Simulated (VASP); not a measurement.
The system is Se.

```xyz
1
Lattice="-1.7380 1.7380 1.7380 1.7380 -1.7380 1.7380 1.7380 1.7380 -1.7380" Properties=species:S:1:pos:R:3 pbc="T T T"
Se    0.0000    0.0000    0.0000
```

| Item | Value |
| --- | --- |
| Program | VASP 6.6.1 |
| Task | relaxation of cell and atoms |
| Functional | PBE |
| Potentials or basis | VASP PAW PBE potentials, release 64 (Se) |
| Cutoff | 600 eV |
| k mesh | 19 × 19 × 19 |
| Occupations | fermi-dirac, width 0.1 eV |
| Spin | no spin polarisation |

At the start: pressure -2.0 GPa; volume 21.00 Å³/atom.

Problem. Where does the relaxation end?

Solution. Over 3 steps the energy falls by 3.8 meV/atom and the volume is 20.40 Å³/atom (-2.9 %); space group Im-3m (No. 229, to 0.05 Å).

The path:
```
step  energy change (eV)  largest force (eV/Å)  pressure (GPa)  volume (Å³)
   1              0.0000                0.0000           -1.99        21.00
   2             -0.0034                0.0000            0.66        20.22
   3             -0.0038                0.0000            0.00        20.40
```

Final structure:
```yaml
crystal:
  lattice:
    - [-1.72127, 1.72127, 1.72127]
    - [1.72127, -1.72127, 1.72127]
    - [1.72127, 1.72127, -1.72127]
  atoms:
    - { symbol: Se, position: [0.00000, 0.00000, 0.00000] }
```
